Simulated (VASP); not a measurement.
# PdI (zincblende type) (F-43m) in VASP: a series of runs

The runs below take PdI (zincblende type) through single point, relaxation of cell and atoms, with PBEsol.

Program: VASP 6.6.1. These are calculated values, not measurements. Logs are shortened: lines on timing, memory, paths and dates and some standing lists are left out, and cuts for length are marked.

### Step 1. The cell of the first run

It takes space group F-43m (No. 216, cubic). The conventional cell has a = 6.075 Å, b = 6.075 Å, c = 6.075 Å, α = 90.00°, β = 90.00°, γ = 90.00°. Pd (site symmetry -43m) has 4 I at 2.63 Å within 3.5 Å. I (site symmetry -43m) has 4 Pd at 2.63 Å within 3.5 Å.

### Step 2. Single point, PBEsol

INCAR

```
  PREC = Accurate
  ENCUT = 520
  EDIFF = 1E-6
  ISMEAR = -1
  SIGMA = 0.1
  LREAL = False
  LASPH = True
  NELM = 80
  ALGO = Normal
  ISIF = 2
  LWAVE = False
  LCHARG = False
  GGA = PS
  NBANDS = 16
```

KPOINTS

```
Automatic mesh
0
Gamma
  12 12 12
```

POSCAR

```
PdI
1.0
    0.0000000000      3.0375707548      3.0375707548
    3.0375707548      0.0000000000      3.0375707548
    3.0375707548      3.0375707548      0.0000000000
Pd I
1 1
Direct
    0.0000000000      0.0000000000      0.0000000000
    0.2500000000      0.2500000000      0.2500000000
```

Potentials or basis: VASP PAW PBE potentials, release 64 (Pd, I).

Run with:

```console
cat potpaw_PBE.64/Pd/POTCAR potpaw_PBE.64/I/POTCAR > POTCAR
mpirun -np 1 vasp_std > vasp.out
```

OUTCAR:

```text
PREC = Accurate
   ENCUT = 520
   EDIFF = 1E-6
   ISMEAR = -1
   LREAL = False
   LASPH = True
   NELM = 80
   ISIF = 2
   GGA = PS

 ion  position               nearest neighbor table
   1  0.000  0.000  0.000-   2 2.63   2 2.63   2 2.63   2 2.63
   2  0.250  0.250  0.250-   1 2.63   1 2.63   1 2.63   1 2.63

  LATTYP: Found a face centered cubic cell.
 ALAT       =     6.0751415096

  Lattice vectors:

 A1 = (   0.0000000000,   3.0375707548,   3.0375707548)
 A2 = (   3.0375707548,   0.0000000000,   3.0375707548)
 A3 = (   3.0375707548,   3.0375707548,   0.0000000000)

Analysis of symmetry for initial positions (statically):
=====================================================================
 Subroutine PRICEL returns:
 Original cell was already a primitive cell.

 Routine SETGRP: Setting up the symmetry group for a
 face centered cubic supercell.

 Subroutine GETGRP returns: Found 24 space group operations
 (whereof 24 operations were pure point group operations)
 out of a pool of 48 trial point group operations.

The static configuration has the point symmetry T_d .

Analysis of symmetry for dynamics (positions and initial velocities):
=====================================================================
 Subroutine PRICEL returns:
 Original cell was already a primitive cell.

 Routine SETGRP: Setting up the symmetry group for a
 face centered cubic supercell.

 Subroutine GETGRP returns: Found 24 space group operations
 (whereof 24 operations were pure point group operations)
 out of a pool of 48 trial point group operations.

The dynamic configuration has the point symmetry T_d .

 Subroutine INISYM returns: Found 24 space group operations
 (whereof 24 operations are pure point group operations),
 and found     1 'primitive' translations

----------------------------------------------------------------------------------------

                                     Primitive cell

  volume of cell :      56.0543

  direct lattice vectors                    reciprocal lattice vectors
     0.000000000  3.037570755  3.037570755    -0.164605219  0.164605219  0.164605219
     3.037570755  0.000000000  3.037570755     0.164605219 -0.164605219  0.164605219
     3.037570755  3.037570755  0.000000000     0.164605219  0.164605219 -0.164605219

  length of vectors
     4.295773758  4.295773758  4.295773758     0.285104603  0.285104603  0.285104603

  position of ions in fractional coordinates (direct lattice)
     0.000000000  0.000000000  0.000000000
     0.250000000  0.250000000  0.250000000

  ion indices of the primitive-cell ions
   primitive index   ion index
                 1           1
                 2           2

----------------------------------------------------------------------------------------

 KPOINTS: Automatic mesh

Automatic generation of k-mesh.
 Grid dimensions read from file:
 generate k-points for:   12   12   12

 Generating k-lattice:

  Cartesian coordinates                     Fractional coordinates (reciprocal lattice)
    -0.013717102  0.013717102  0.013717102     0.083333333  0.000000000  0.000000000
     0.013717102 -0.013717102  0.013717102     0.000000000  0.083333333  0.000000000
     0.013717102  0.013717102 -0.013717102     0.000000000  0.000000000  0.083333333

  Length of vectors
     0.023758717  0.023758717  0.023758717

  Shift w.r.t. Gamma in fractional coordinates (k-lattice)
     0.000000000  0.000000000  0.000000000

 Subroutine IBZKPT returns following result:
 ===========================================

 Found     72 irreducible k-points:

 Following reciprocal coordinates:
            Coordinates               Weight
  0.000000  0.000000  0.000000      1.000000
  0.083333  0.000000  0.000000      8.000000
  0.166667  0.000000  0.000000      8.000000
  0.250000  0.000000  0.000000      8.000000
  0.333333  0.000000  0.000000      8.000000
  0.416667  0.000000  0.000000      8.000000
[... 16 lines left out ...]
  0.500000  0.166667  0.000000     24.000000
 -0.416667  0.166667  0.000000     24.000000
 [... further k-points ...]
   k-points           NKPTS =     72   k-points in BZ     NKDIM =     72   number of bands    NBANDS=     16
   number of dos      NEDOS =    301   number of ions     NIONS =      2
   total plane-waves  NPLWV =  32768
   dimension x,y,z NGX =    32 NGY =   32 NGZ =   32
   dimension x,y,z NGXF=    64 NGYF=   64 NGZF=   64
   ions per type =               1   1
   NGX,Y,Z   is equivalent  to a cutoff of  12.38, 12.38, 12.38 a.u.
   NGXF,Y,Z  is equivalent  to a cutoff of  24.77, 24.77, 24.77 a.u.
 SYSTEM =  unknown system
   PREC   = accura    normal or accurate (medium, high low for compatibility)
   ISTART =      0    job   : 0-new  1-cont  2-samecut
   ICHARG =      2    charge: 1-file 2-atom 10-const
   ISPIN  =      1    spin polarized calculation?
   LNONCOLLINEAR =      F non collinear calculations
   LSORBIT =      F    spin-orbit coupling
   LASPH  =      T    aspherical Exc in radial PAW
   ENCUT  =  520.0 eV  38.22 Ry    6.18 a.u.   7.99  7.99  7.99*2*pi/ulx,y,z
   NELM   =     80;   NELMIN=  2; NELMDL= -5     # of ELM steps
   EDIFF  = 0.1E-05   stopping-criterion for ELM
   LREAL  =      F    real-space projection
   EDIFFG = 0.1E-04   stopping-criterion for IOM
   NSW    =      0    number of steps for IOM
   IBRION =     -1    ionic relax: 0-MD 1-quasi-New 2-CG
   NFREE  =      0    steps in history (QN), initial steepest desc. (CG)
   ISIF   =      2    stress and relaxation
   ISYM   =      2    0-nonsym 1-usesym 2-fastsym
   POTIM  = 0.5000    time-step for ionic-motion
   TEBEG  =    0.0;   TEEND  =   0.0 temperature during run
   PSTRESS=    0.0 pullay stress
   NELECT =      17.0000    total number of electrons
   NUPDOWN=      -1.0000    fix difference up-down
   EMIN   =  10.00;   EMAX   =-10.00  energy-range for DOS
   EFERMI =   0.00;   METHOD = LEGACY
   ISMEAR =    -1;   SIGMA  =   0.10  broadening in eV -4-tet -1-fermi 0-gaus
   EFERMI_NEDOS =   21; number of points for ismear=-14 and -15
   IALGO  =     38    algorithm
   IMIX   =      4    mixing-type and parameters
     AMIX     =   0.40;   BMIX     =  1.00
     AMIX_MAG =   1.60;   BMIX_MAG =  1.00
  volume/ion in A,a.u.               =      28.03       189.14
  Fermi-wavevector in a.u.,A,eV,Ry     =   1.099904  2.078517 16.460173  1.209789
  Thomas-Fermi vector in A             =   2.236306
   LORBIT       =      0    0 simple, 1 ext, 2 COOP (PROOUT), +10 PAW based schemes
   GGA     = PS    functional components
   LHFCALC =     F    Hartree Fock is set to
   AEXX    =    0.0000 exact exchange contribution
   IVDW    =     0    specifies the selected vdW correction
   LEPSILON=     F    determine dielectric tensor
   LRPA    =     F    only Hartree local field effects (RPA)
 non-spin polarized calculation
  energy-cutoff  :      520.00
  volume of cell :       56.05
 maximum number of plane-waves:      1540
   NGX = 15   NGY = 15   NGZ = 15

 number of electron      17.0000002 magnetization

 Free energy of the ion-electron system (eV)
  ---------------------------------------------------
  ext. energy  EPLUGINS =         0.00000000
  ---------------------------------------------------
  free energy    TOTEN  =        -7.64844757 eV

  energy without entropy =       -7.58838685  energy(sigma->0) =       -7.61841721

 E-fermi :   5.3613     XC(G=0):  -9.6700

 val. band max:        5.3461784041   @ k =  -0.2500   0.2500   0.0833
 cond. band min:       5.3649717870   @ k =   0.5000   0.0000   0.0000
 fundamental gap:      0.0187933829
 Fermi energy:         5.3612521752

 k-point     1 :       0.0000    0.0000    0.0000
  band No.  band energies     occupation
      1      -8.8109      2.00000
      2       0.6802      2.00000
      3       0.6802      2.00000
      4       0.6802      2.00000
      5       3.1220      2.00000
      6       3.1220      2.00000
[... 8 lines left out ...]
     15      16.1413      0.00000
     16      16.1413      0.00000

 k-point     2 :       0.0833    0.0000    0.0000
  band No.  band energies     occupation
      1      -8.7815      2.00000
      2       0.6210      2.00000
      3       0.6966      2.00000
      4       0.6966      2.00000
      5       3.1148      2.00000
      6       3.1148      2.00000
[... 8 lines left out ...]
     15      15.5456      0.00000
     16      15.5456      0.00000

 k-point     3 :       0.1667    0.0000    0.0000
  band No.  band energies     occupation
      1      -8.6997      2.00000
      2       0.4687      2.00000
      3       0.7405      2.00000
      4       0.7405      2.00000
      5       3.1016      2.00000
      6       3.1016      2.00000
[... 8 lines left out ...]
     15      15.0781      0.00000
     16      15.2989      0.00000

 k-point     4 :       0.2500    0.0000    0.0000
  band No.  band energies     occupation
      1      -8.5840      2.00000
      2       0.2806      2.00000
      3       0.7980      2.00000
      4       0.7980      2.00000
      5       3.1012      2.00000
      6       3.1012      2.00000
[... 8 lines left out ...]
     15      15.0290      0.00000
     16      15.0290      0.00000

 k-point     5 :       0.3333    0.0000    0.0000
  band No.  band energies     occupation
      1      -8.4634      2.00000
      2       0.1123      2.00000
      3       0.8515      2.00000
      4       0.8515      2.00000
      5       3.1268      2.00000
      6       3.1268      2.00000
[... 8 lines left out ...]
     15      15.4613      0.00000
     16      15.4613      0.00000

 k-point     6 :       0.4167    0.0000    0.0000
  band No.  band energies     occupation
      1      -8.3716      2.00000
      2       0.0003      2.00000
      3       0.8874      2.00000
      4       0.8874      2.00000
      5       3.1675      2.00000
      6       3.1675      2.00000
[... 8 lines left out ...]
     15      16.2173      0.00000
     16      16.2173      0.00000

 k-point     7 :       0.5000    0.0000    0.0000
  band No.  band energies     occupation
      1      -8.3372      2.00000
      2      -0.0385      2.00000
      3       0.8997      2.00000
      4       0.8997      2.00000
      5       3.1883      2.00000
      6       3.1883      2.00000
[... 8 lines left out ...]
     15      16.7512      0.00000
     16      16.7512      0.00000

 k-point     8 :       0.0833    0.0833    0.0000
  band No.  band energies     occupation
      1      -8.7718      2.00000
      2       0.5964      2.00000
      3       0.7054      2.00000
      4       0.7054      2.00000
      5       3.0885      2.00000
      6       3.1354      2.00000
[... 8 lines left out ...]
     15      15.6035      0.00000
     16      16.1408      0.00000

 k-point     9 :       0.1667    0.0833    0.0000
  band No.  band energies     occupation
      1      -8.7074      2.00000
      2       0.4776      2.00000
      3       0.7387      2.00000
      4       0.7443      2.00000
      5       3.0559      2.00000
      6       3.1434      2.00000
[... 8 lines left out ...]
     15      15.7603      0.00000
     16      15.9980      0.00000
[... 172 lines left out ...]
 k-point    19 :       0.1667    0.1667    0.0000
  band No.  band energies     occupation
      1      -8.6627      2.00000
      2       0.3846      2.00000
      3       0.7805      2.00000
      4       0.7805      2.00000
      5       3.0047      2.00000
      6       3.1723      2.00000
[... 8 lines left out ...]
     15      16.1402      0.00000
     16      16.9587      0.00000

 k-point    20 :       0.2500    0.1667    0.0000
  band No.  band energies     occupation
      1      -8.5756      2.00000
      2       0.2525      2.00000
      3       0.8255      2.00000
      4       0.8390      2.00000
      5       2.9695      2.00000
      6       3.1922      2.00000
[... 8 lines left out ...]
     15      16.0289      0.00000
     16      17.0163      0.00000

 k-point    21 :       0.3333    0.1667    0.0000
  band No.  band energies     occupation
      1      -8.4670      2.00000
      2       0.1391      2.00000
      3       0.8464      2.00000
      4       0.9021      2.00000
      5       2.9761      2.00000
      6       3.2109      2.00000
[... 8 lines left out ...]
     15      16.1798      0.00000
     16      16.6562      0.00000

 k-point    22 :       0.4167    0.1667    0.0000
  band No.  band energies     occupation
      1      -8.3653      2.00000
      2       0.0801      2.00000
      3       0.8313      2.00000
      4       0.9513      2.00000
      5       3.0287      2.00000
      6       3.2220      2.00000
[... 8 lines left out ...]
     15      16.6039      0.00000
     16      16.6896      0.00000

 k-point    23 :       0.5000    0.1667    0.0000
  band No.  band energies     occupation
      1      -8.3000      2.00000
      2       0.0820      2.00000
      3       0.7861      2.00000
      4       0.9746      2.00000
      5       3.0616      2.00000
      6       3.2009      2.00000
[... 8 lines left out ...]
     15      16.7302      0.00000
     16      16.8495      0.00000

 k-point    24 :      -0.4167    0.1667    0.0000
  band No.  band energies     occupation
      1      -8.2914      2.00000
      2       0.1180      2.00000
      3       0.7419      2.00000
      4       0.9689      2.00000
      5       3.0582      2.00000
      6       3.1390      2.00000
[... 8 lines left out ...]
     15      16.0418      0.00000
     16      16.5822      0.00000

 [... further k-points ...]

------------------------ aborting loop because EDIFF is reached ----------------------------------------

  FORCE on cell =-STRESS in cart. coord.  units (eV):
  Direction    XX          YY          ZZ          XY          YZ          ZX
  --------------------------------------------------------------------------------------
  -------------------------------------------------------------------------------------
  Total       -0.0190659     -0.0190659     -0.0190659      0.0000000      0.0000000      0.0000000
  in kB       -0.5449532     -0.5449532     -0.5449532      0.0000000      0.0000000      0.0000000
  external PRESSURE =      -0.5449532 kB  Pullay stress =       0.0000000 kB

 VOLUME and BASIS-vectors are now :
 -----------------------------------------------------------------------------
  energy-cutoff  :      520.00
  volume of cell :       56.05
      direct lattice vectors                 reciprocal lattice vectors
     0.000000000  3.037570755  3.037570755    -0.164605219  0.164605219  0.164605219
     3.037570755  0.000000000  3.037570755     0.164605219 -0.164605219  0.164605219
     3.037570755  3.037570755  0.000000000     0.164605219  0.164605219 -0.164605219

 POSITION                                       TOTAL-FORCE (eV/Angst)
 -----------------------------------------------------------------------------------
      0.00000      0.00000      0.00000         0.000000     -0.000000     -0.000000
      1.51879      1.51879      1.51879         0.000000      0.000000      0.000000
 -----------------------------------------------------------------------------------
    total drift:                                0.000000      0.000000      0.000000

  FREE ENERGIE OF THE ION-ELECTRON SYSTEM (eV)
  ---------------------------------------------------
  free  energy   TOTEN  =        -7.6484475655 eV

  energy  without entropy=       -7.5883868477  energy(sigma->0) =       -7.61841721
```

It took 62 s on 1 thread of AMD EPYC 7R43 (Zen 3), shared host; peak memory 0.18 GiB.

Results:

* Free energy: -7.6484 eV
* Pressure: -0.1 GPa
* Band gap on the k mesh: zero (an odd number of electrons rules out a gap without spin polarisation)

Levels at points of the mesh, in eV from the Fermi level:
```
           k point  band 5  band 6  band 7  band 8  band 9  band 10  band 11  band 12  band 13  band 14
(0.00, 0.00, 0.00)   -2.24   -2.24    1.14    1.14    1.14     1.64     5.77     5.77     5.77     9.55
(0.50, 0.00, 0.00)   -2.17   -2.17   -2.04    0.00    0.00     3.07     6.45     6.45     7.60     9.76
(0.50, 0.50, 0.00)   -2.25   -2.03   -1.84   -1.38   -1.38     3.61     4.36     9.45    10.73    10.73
```

Caveat: the PAW data sets were made with another functional, which shifts forces and pressure a little; spin-orbit coupling is left out, which moves the levels of the heavy elements; an odd number of electrons without spin polarisation forces a metal; a magnetic or distorted state may lie lower.

### Step 3. Relaxation of cell and atoms, PBEsol

This run uses another cell than the first one, of 29.41 Å³/atom.

INCAR

```
ALGO = Normal
EDIFF = 1E-6
EDIFFG = -0.005
ENCUT = 600
GGA = PS
IBRION = 2
ISIF = 3
ISMEAR = -1
LASPH = T
LCHARG = F
LREAL = F
LWAVE = F
NELM = 100
NSW = 60
PREC = Accurate
SIGMA = 0.1
```

KPOINTS

```
k-points
0
Gamma
  12 12 12
```

POSCAR

```
PdI
1.0
    0.0000000000      3.0866686091      3.0866686091
    3.0866686091      0.0000000000      3.0866686091
    3.0866686091      3.0866686091      0.0000000000
Pd I
1 1
Direct
    0.0000000000      0.0000000000      0.0000000000
    0.2500000000      0.2500000000      0.2500000000
```

Potentials or basis: VASP PAW PBE potentials, release 64 (Pd, I).

Run with:

```console
cat potpaw_PBE.64/Pd/POTCAR potpaw_PBE.64/I/POTCAR > POTCAR
mpirun -np 1 vasp_std > vasp.out
```

It took 8.3 min on 1 thread of AMD EPYC 7R43 (Zen 3), shared host; peak memory 0.22 GiB.

The run converged. Its results:

```
Free energy                           : -7.6492 eV
Relaxed volume                        : 28.00 Å³/atom
Relaxed cell                          : a = 4.295 Å, b = 4.295 Å, c = 4.295 Å, α = 60.00°, β = 60.00°, γ = 60.00°
Space group after relaxing (to 0.1 Å) : F-43m (No. 216)
Energy gained by relaxing             : 11.9 meV/atom
Ionic steps                           : 15
Pressure after relaxing               : 0.0 GPa
Band gap on the k mesh                : zero (an odd number of electrons rules out a gap without spin polarisation)
```

The path:
| step | energy change (eV) | largest force (eV/Å) | pressure (GPa) | volume (Å³) |
| --- | --- | --- | --- | --- |
| 1 | 0.0000 | 0.0000 | -2.58 | 58.82 |
| 2 | -0.0195 | 0.0000 | 1.29 | 54.88 |
| 3 | -0.0239 | 0.0000 | 0.03 | 56.00 |
| 4 | -0.0239 | 0.0000 | -0.06 | 56.06 |
| 5 | -0.0239 | 0.0000 | -0.06 | 56.06 |
| 6 | -0.0239 | 0.0000 | -0.06 | 56.05 |
| 7 | -0.0239 | 0.0000 | -0.05 | 56.05 |
| 8 | -0.0239 | 0.0000 | -0.05 | 56.05 |
| 9 | -0.0239 | 0.0000 | -0.05 | 56.05 |
| 10 | -0.0239 | 0.0000 | -0.05 | 56.05 |
| 11 | -0.0239 | 0.0000 | -0.05 | 56.05 |
| 12 | -0.0239 | 0.0000 | -0.04 | 56.05 |
| 13 | -0.0239 | 0.0000 | -0.05 | 56.04 |
| 14 | -0.0239 | 0.0000 | -0.05 | 56.03 |
| 15 | -0.0239 | 0.0000 | -0.01 | 56.01 |

Final structure:
```cif
data_structure
_symmetry_space_group_name_H-M 'P 1'
_symmetry_Int_Tables_number 1
_cell_length_a 4.2946
_cell_length_b 4.2946
_cell_length_c 4.2946
_cell_angle_alpha 60.000
_cell_angle_beta 60.000
_cell_angle_gamma 60.000
_cell_volume 56.01
loop_
_atom_site_label
_atom_site_type_symbol
_atom_site_fract_x
_atom_site_fract_y
_atom_site_fract_z
_atom_site_occupancy
Pd1 Pd 0.00000 0.00000 0.00000 1
I1 I 0.25000 0.25000 0.25000 1
```

Levels at points of the mesh, in eV from the Fermi level:
| k point | band 6 | band 7 | band 8 | band 9 | band 10 | band 11 | band 12 |
| --- | --- | --- | --- | --- | --- | --- | --- |
| (0.00, 0.00, 0.00) | -2.24 | 1.14 | 1.14 | 1.14 | 1.64 | 5.77 | 5.77 |
| (0.50, 0.00, 0.00) | -2.18 | -2.04 | 0.00 | 0.00 | 3.07 | 6.45 | 6.45 |
| (0.50, 0.50, 0.00) | -2.04 | -1.85 | -1.39 | -1.39 | 3.61 | 4.37 | 9.46 |

Caveat: the PAW data sets were made with another functional, which shifts forces and pressure a little; spin-orbit coupling is left out, which moves the levels of the heavy elements; an odd number of electrons without spin polarisation forces a metal; a magnetic or distorted state may lie lower.
